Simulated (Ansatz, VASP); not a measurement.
**One calculation of Sr, two programs**

```
Sr
1.0
     3.51885    0.00000    0.00000
     0.00000    3.51885    0.00000
     0.00000    0.00000    3.51885
Sr
1
Direct
  0.00000 0.00000 0.00000
```

Change from the starting cell: volume scaled by 0.9, LAPW.

Alike in both runs: task single point; functional LDA; k mesh 10 × 10 × 10; occupations fermi-dirac, width 0.05 eV; no spin polarisation.

|  | VASP | Ansatz |
| --- | --- | --- |
| version | VASP 6.6.1 | Ansatz 0.2.0 |
| potentials or method | VASP PAW LDA potentials, release 64 (Sr_sv), cutoff 520 eV | all-electron LAPW, scalar-relativistic |

```tsv
	VASP	Ansatz	Ansatz less VASP
pressure (GPa)	1.2	1.2	-0.01
```

LDA's correlation is that of Perdew and Zunger in VASP and of Perdew and Wang (1992) in Ansatz. Ansatz ran all-electron here, and VASP with PAW potentials.
